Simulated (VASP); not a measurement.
# H17O8F in VASP: single point with PBEsol

Aim: the single point of H17O8F with PBEsol.

Everything below comes from runs of VASP 6.6.1. Logs are shortened: lines on timing, memory, paths and dates and some standing lists are left out, and cuts for length are marked.

## Step 1: The cell of the first run

The cell holds a disordered packing, 26 atoms: a = 6.495 Å, b = 6.495 Å, c = 6.495 Å, α = 90.00°, β = 90.00°, γ = 90.00°.

## Step 2: Single point, PBEsol

Input file INCAR:

```
SYSTEM = H17O8F
  PREC = Accurate
  ENCUT = 1010
  EDIFF = 1E-6
  ISMEAR = -1
  SIGMA = 0.05
  LREAL = Auto
  LASPH = .TRUE.
  NELM = 120
  ALGO = Normal
  ISIF = 2
  LWAVE = .FALSE.
  LCHARG = .FALSE.
  GGA = PS
  NBANDS = 55
  GGA_COMPAT = .FALSE.
```

Input file KPOINTS:

```
regular mesh
0
G
  1 1 1
  0 0 0
```

Input file POSCAR:

```
H17O8F
1.0
    6.4950650000      0.0000000000      0.0000000000
    0.0000000000      6.4950650000      0.0000000000
    0.0000000000      0.0000000000      6.4950650000
O H F
8 17 1
Direct
   -0.0265586257      0.8744639199      0.8564194508
    0.5852597318      0.2567795703      0.0150575860
    0.0845257130      0.5721266839      0.2059101795
    0.9311377176      0.3494653248      0.5260609401
    0.4750837751      0.0634635681      0.6537732879
    0.6802087431      0.5932196214      0.7638414704
    0.4243837437      0.3417671725      0.3684335723
    0.2303749077      0.5245521022      0.7978211150
    0.0672202665      0.7712009041      0.7963738623
   -0.0293145642      0.9880270636      0.7519863158
    0.6974833970      0.1663570726      0.0614928411
    0.5251679544      0.1800135949     -0.1126393654
    0.0849568095      0.7173754227      0.2298822260
    0.1413842664      0.5477543335      0.0658653916
    0.8140488201      0.4232290208      0.5981926278
    0.9648402287      0.4303267173      0.3965934136
    0.4462926853      0.1708989825      0.5520037136
    0.5970225086     -0.0137796927      0.6070608993
    0.7809929539      0.7027643295      0.8144799167
    0.6286311222      0.5215652191      0.8896446764
    0.3029376919      0.4173322361      0.3225371878
    0.4715272287      0.2916675969      0.2308214006
    0.3645537035      0.5619959154      0.7373752226
    0.1571808750      0.4346838715      0.6939422469
    0.8470584975      0.1831082522      0.4434597652
    0.7848420301      0.0669585293      0.3596884712
```

Potentials or basis: VASP PAW PBE potentials, release 64 (O_h, H_h, F_h).

On the command line:

```console
> cat potpaw_PBE.64/O_h/POTCAR potpaw_PBE.64/H_h/POTCAR potpaw_PBE.64/F_h/POTCAR > POTCAR
> mpirun -np 1 vasp_gam > vasp.out
```

OUTCAR:

```text
SYSTEM = H17O8F
   PREC = Accurate
   ENCUT = 1010
   EDIFF = 1E-6
   ISMEAR = -1
   LREAL = Auto
   LASPH = .TRUE.
   NELM = 120
   ISIF = 2
   GGA = PS

 ion  position               nearest neighbor table
   1  0.973  0.874  0.856-   9 0.99  10 1.00
   2  0.585  0.257  0.015-  11 0.98  12 1.04
   3  0.085  0.572  0.206-  13 0.96  14 0.99
   4  0.931  0.349  0.526-  15 1.01  16 1.02
   5  0.475  0.063  0.654-  17 0.98  18 0.99
   6  0.680  0.593  0.764-  20 1.00  19 1.02
   7  0.424  0.342  0.368-  21 0.98  22 1.00
   8  0.230  0.525  0.798-  23 0.99  24 1.01
   9  0.067  0.771  0.796-   1 0.99
  10  0.971  0.988  0.752-   1 1.00
  11  0.697  0.166  0.061-   2 0.98
  12  0.525  0.180  0.887-   2 1.04
  13  0.085  0.717  0.230-   3 0.96
  14  0.141  0.548  0.066-   3 0.99
[... 10 lines left out ...]
  25  0.847  0.183  0.443-  26 1.01
  26  0.785  0.067  0.360-  25 1.01

  LATTYP: Found a simple cubic cell.
 ALAT       =     6.4950650000

  Lattice vectors:

 A1 = (   6.4950650000,   0.0000000000,   0.0000000000)
 A2 = (   0.0000000000,   6.4950650000,   0.0000000000)
 A3 = (   0.0000000000,   0.0000000000,   6.4950650000)

Analysis of symmetry for initial positions (statically):
=====================================================================
 Subroutine PRICEL returns:
 Original cell was already a primitive cell.

 Routine SETGRP: Setting up the symmetry group for a
 simple cubic supercell.

 Subroutine GETGRP returns: Found  1 space group operations
 (whereof  1 operations were pure point group operations)
 out of a pool of 48 trial point group operations.

The static configuration has the point symmetry C_1 .

Analysis of symmetry for dynamics (positions and initial velocities):
=====================================================================
 Subroutine PRICEL returns:
 Original cell was already a primitive cell.

 Routine SETGRP: Setting up the symmetry group for a
 simple cubic supercell.

 Subroutine GETGRP returns: Found  1 space group operations
 (whereof  1 operations were pure point group operations)
 out of a pool of 48 trial point group operations.

The dynamic configuration has the point symmetry C_1 .

 Subroutine INISYM returns: Found  1 space group operations
 (whereof  1 operations are pure point group operations),
 and found     1 'primitive' translations

----------------------------------------------------------------------------------------

                                     Primitive cell

  volume of cell :     274.0000

  direct lattice vectors                    reciprocal lattice vectors
     6.495065000  0.000000000  0.000000000     0.153963047  0.000000000  0.000000000
     0.000000000  6.495065000  0.000000000     0.000000000  0.153963047  0.000000000
     0.000000000  0.000000000  6.495065000     0.000000000  0.000000000  0.153963047

  length of vectors
     6.495065000  6.495065000  6.495065000     0.153963047  0.153963047  0.153963047

  position of ions in fractional coordinates (direct lattice)
     0.973441374  0.874463920  0.856419451
     0.585259732  0.256779570  0.015057586
     0.084525713  0.572126684  0.205910180
     0.931137718  0.349465325  0.526060940
     0.475083775  0.063463568  0.653773288
     0.680208743  0.593219621  0.763841470
[... 18 lines left out ...]
     0.847058498  0.183108252  0.443459765
     0.784842030  0.066958529  0.359688471

  ion indices of the primitive-cell ions
   primitive index   ion index
                 1           1
                 2           2
                 3           3
                 4           4
                 5           5
                 6           6
[... 18 lines left out ...]
                25          25
                26          26

----------------------------------------------------------------------------------------

 KPOINTS: regular mesh

Automatic generation of k-mesh.
 Grid dimensions read from file:
 generate k-points for:    1    1    1

 Generating k-lattice:

  Cartesian coordinates                     Fractional coordinates (reciprocal lattice)
     0.153963047  0.000000000  0.000000000     1.000000000  0.000000000  0.000000000
     0.000000000  0.153963047  0.000000000     0.000000000  1.000000000  0.000000000
     0.000000000  0.000000000  0.153963047     0.000000000  0.000000000  1.000000000

  Length of vectors
     0.153963047  0.153963047  0.153963047

  Shift w.r.t. Gamma in fractional coordinates (k-lattice)
     0.000000000  0.000000000  0.000000000

 Subroutine IBZKPT returns following result:
 ===========================================

 Found      1 irreducible k-points:

 Following reciprocal coordinates:
            Coordinates               Weight
  0.000000  0.000000  0.000000      1.000000
   k-points           NKPTS =      1   k-points in BZ     NKDIM =      1   number of bands    NBANDS=     55
   number of dos      NEDOS =    301   number of ions     NIONS =     26
   total plane-waves  NPLWV = 343000
   dimension x,y,z NGX =    70 NGY =   70 NGZ =   70
   dimension x,y,z NGXF=   140 NGYF=  140 NGZF=  140
   ions per type =               8  17   1
   NGX,Y,Z   is equivalent  to a cutoff of  17.92, 17.92, 17.92 a.u.
   NGXF,Y,Z  is equivalent  to a cutoff of  35.83, 35.83, 35.83 a.u.
 SYSTEM =  H17O8F
   PREC   = accura    normal or accurate (medium, high low for compatibility)
   ISTART =      0    job   : 0-new  1-cont  2-samecut
   ICHARG =      2    charge: 1-file 2-atom 10-const
   ISPIN  =      1    spin polarized calculation?
   LNONCOLLINEAR =      F non collinear calculations
   LSORBIT =      F    spin-orbit coupling
   LASPH  =      T    aspherical Exc in radial PAW
   ENCUT  = 1010.0 eV  74.23 Ry    8.62 a.u.  16.83 16.83 16.83*2*pi/ulx,y,z
   NELM   =    120;   NELMIN=  2; NELMDL= -5     # of ELM steps
   EDIFF  = 0.1E-05   stopping-criterion for ELM
   LREAL  =      T    real-space projection
   EDIFFG = 0.1E-04   stopping-criterion for IOM
   NSW    =      0    number of steps for IOM
[... 5 lines left out ...]
   TEBEG  =    0.0;   TEEND  =   0.0 temperature during run
   PSTRESS=    0.0 pullay stress
   NELECT =      72.0000    total number of electrons
   NUPDOWN=      -1.0000    fix difference up-down
   EMIN   =  10.00;   EMAX   =-10.00  energy-range for DOS
   EFERMI =   0.00;   METHOD = LEGACY
   ISMEAR =    -1;   SIGMA  =   0.05  broadening in eV -4-tet -1-fermi 0-gaus
   EFERMI_NEDOS =   21; number of points for ismear=-14 and -15
   IALGO  =     38    algorithm
   IMIX   =      4    mixing-type and parameters
     AMIX     =   0.40;   BMIX     =  1.00
     AMIX_MAG =   1.60;   BMIX_MAG =  1.00
  volume/ion in A,a.u.               =      10.54        71.12
  Fermi-wavevector in a.u.,A,eV,Ry     =   1.048581  1.981532 14.959919  1.099523
  Thomas-Fermi vector in A             =   2.183509
   LORBIT       =      0    0 simple, 1 ext, 2 COOP (PROOUT), +10 PAW based schemes
   GGA     = PS    functional components
   LHFCALC =     F    Hartree Fock is set to
   AEXX    =    0.0000 exact exchange contribution
   IVDW    =     0    specifies the selected vdW correction
   LEPSILON=     F    determine dielectric tensor
   LRPA    =     F    only Hartree local field effects (RPA)
 non-spin polarized calculation
  energy-cutoff  :     1010.00
  volume of cell :      274.00
 maximum number of plane-waves:     10003
 NGX is ok and might be reduce to    70
   NGX = 33   NGY = 33   NGZ = 33

 number of electron      72.0000000 magnetization

 Free energy of the ion-electron system (eV)
  ---------------------------------------------------
  ext. energy  EPLUGINS =         0.00000000
  ---------------------------------------------------
  free energy    TOTEN  =      -126.42537754 eV

  energy without entropy =     -126.42537754  energy(sigma->0) =     -126.42537754

 E-fermi :  -2.0912     XC(G=0):  -6.6292

 val. band max:       -3.3370246948   @ k =   0.0000   0.0000   0.0000
 cond. band min:       1.1655491668   @ k =   0.0000   0.0000   0.0000
 fundamental gap:      4.5025738615
 Fermi energy:        -2.0912272186

 k-point     1 :       0.0000    0.0000    0.0000
  band No.  band energies     occupation
      1     -25.1168      2.00000
      2     -22.8123      2.00000
      3     -22.4103      2.00000
      4     -22.3016      2.00000
      5     -21.9470      2.00000
      6     -21.8127      2.00000
[... 40 lines left out ...]
     47       6.9701      0.00000
     48       7.1329      0.00000
 [bands above 48 left out]

------------------------ aborting loop because EDIFF is reached ----------------------------------------

  FORCE on cell =-STRESS in cart. coord.  units (eV):
  Direction    XX          YY          ZZ          XY          YZ          ZX
  --------------------------------------------------------------------------------------
  -------------------------------------------------------------------------------------
  Total       -0.5602538     -0.1259849     -2.9295708     -0.4651708     -0.1369066     -0.0537740
  in kB       -3.2760072     -0.7366795    -17.1302647     -2.7200230     -0.8005429     -0.3144362
  external PRESSURE =      -7.0476505 kB  Pullay stress =       0.0000000 kB

 VOLUME and BASIS-vectors are now :
 -----------------------------------------------------------------------------
  energy-cutoff  :     1010.00
  volume of cell :      274.00
      direct lattice vectors                 reciprocal lattice vectors
     6.495065000  0.000000000  0.000000000     0.153963047  0.000000000  0.000000000
     0.000000000  6.495065000  0.000000000     0.000000000  0.153963047  0.000000000
     0.000000000  0.000000000  6.495065000     0.000000000  0.000000000  0.153963047

 POSITION                                       TOTAL-FORCE (eV/Angst)
 -----------------------------------------------------------------------------------
      6.32256      5.67970      5.56250        -0.327573      0.816017     -0.973073
      3.80130      1.66780      0.09780        -0.230943     -0.884437     -1.199323
      0.54900      3.71600      1.33740         0.084590     -1.142540     -0.040488
      6.04780      2.26980      3.41680         0.098410      0.797153      0.055470
      3.08570      0.41220      4.24630         0.333149     -0.968742      1.486689
      4.41800      3.85300      4.96120         0.099742      0.232799      0.497501
[... 18 lines left out ...]
      5.50170      1.18930      2.88030         0.124082      0.218928     -0.151412
      5.09760      0.43490      2.33620        -0.133156     -0.988705     -0.352822
 -----------------------------------------------------------------------------------
    total drift:                                0.004165     -0.002337     -0.001549

  FREE ENERGIE OF THE ION-ELECTRON SYSTEM (eV)
  ---------------------------------------------------
  free  energy   TOTEN  =      -126.4253775364 eV

  energy  without entropy=     -126.4253775363  energy(sigma->0) =     -126.42537754
```

Run time: 68 s. Hardware: 1 thread of AMD EPYC 7R13 (Zen 3), shared host; peak memory 0.63 GiB.

What came out:

| Property | Result |
| --- | --- |
| Free energy | -126.4254 eV |
| Pressure | -0.7 GPa |
| Largest force | 1.805 eV/Å |

Forces on the atoms (eV/Å):
```
O   -0.328  0.816 -0.973
O   -0.231 -0.884 -1.199
O    0.085 -1.143 -0.040
O    0.098  0.797  0.055
O    0.333 -0.969  1.487
O    0.100  0.233  0.498
O   -0.341  0.142  0.000
O   -0.455 -0.287 -0.688
H    0.494 -0.126  0.123
H    0.103 -0.862  0.826
H   -0.171  0.202  0.180
H    0.450  0.447  0.619
H   -0.039  0.896 -0.068
H   -0.132  0.129 -0.030
H    0.189  0.351  0.154
H   -0.024 -0.079  0.406
H    0.050  0.543 -0.995
H   -0.592  0.420 -0.193
H   -0.633 -0.372 -0.258
H    0.591 -0.180 -0.397
H   -0.347  0.411  0.334
H    0.533 -0.231 -0.056
H   -0.106 -0.046  0.073
H    0.381  0.561  0.648
H    0.124  0.219 -0.151
F   -0.133 -0.989 -0.353
```

Levels at points of the mesh, in eV from the Fermi level:
| k point | band 33 | band 34 | band 35 | band 36 | band 37 | band 38 | band 39 | band 40 |
| --- | --- | --- | --- | --- | --- | --- | --- | --- |
| (0.00, 0.00, 0.00) | -2.18 | -1.73 | -1.59 | -1.25 | 3.26 | 6.37 | 6.69 | 6.96 |

Caveat: the k points lie up to 0.97 Å⁻¹ apart, too coarse for converged energies, forces and pressures; the atoms stand as in a frame of molecular dynamics; the PAW data sets were made with another functional, which shifts forces and pressure a little.
